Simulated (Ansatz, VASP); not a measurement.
# KCl in VASP and in Ansatz

```
CELL_PARAMETERS angstrom
0.00000 3.18567 3.18567
3.18567 0.00000 3.18567
3.18567 3.18567 0.00000
ATOMIC_POSITIONS crystal
K 0.00000 0.00000 0.00000
Cl 0.50000 0.50000 0.50000
```

Alike in both runs: task single point; functional PBEsol; k mesh 6 × 6 × 6; occupations gaussian, width 0.02 eV; no spin polarisation.

|  | VASP | Ansatz |
| --- | --- | --- |
| version | VASP 6.6.1 | Ansatz 0.2.0 |
| potentials or method | VASP PAW PBE potentials, release 64 (K_sv, Cl), cutoff 520 eV | scalar-relativistic, plane waves, PAW |
| valence electrons in the cell | 16 | 16 |

Ansatz gave:

| Property | Result |
| --- | --- |
| gap on the k mesh at the Fermi level (eV) | 4.91 |
| least direct gap on the mesh (eV) | 4.91 |
| pressure (GPa) | -1.0 |

Q: What did VASP give for the same quantities?

A: gap on the k mesh at the Fermi level (eV): 4.91; least direct gap on the mesh (eV): 4.91; pressure (GPa): -0.9.

VASP's potentials were made for PBE, not for PBEsol.
